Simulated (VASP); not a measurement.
**ZrN: electric field gradients with PBE**

ZrN:

```
Zr N
1.0
     0.00000    2.23760    2.23760
     2.23760    0.00000    2.23760
     2.23760    2.23760    0.00000
Zr N
1 1
Cartesian
  0.0000 0.0000 0.0000
  2.2376 2.2376 2.2376
```

This cell differs from its parent crystal: volume scaled by 0.94.

| Item | Value |
| --- | --- |
| Program | VASP 6.6.1 |
| Task | electric field gradients |
| Functional | PBE |
| Potentials or basis | VASP PAW PBE potentials, release 64 (Zr_sv, N) |
| Cutoff | 520 eV |
| k mesh | 9 × 9 × 9 |
| Occupations | fermi-dirac, width 0.01 eV |
| Spin | no spin polarisation |
| Dipole correction | no |
| Further INCAR settings | ALGO = Normal; EDIFF = 1e-08; NBANDS = 16 |

* Pressure: 23.7 GPa

Levels at points of the mesh, in eV from the Fermi level:
```
           k point  band 7  band 8  band 9  band 10  band 11  band 12
(0.00, 0.00, 0.00)   -2.73   -2.73   -0.40    -0.40    -0.40     1.78
```

Run time: 23 s on 1 thread of Intel Xeon 8259CL, on a shared host, peak memory 0.14 GiB.

Caveat: without QUAD_EFG the Cq values of the log hold for a quadrupole moment of 1 mb, not for the nuclei.
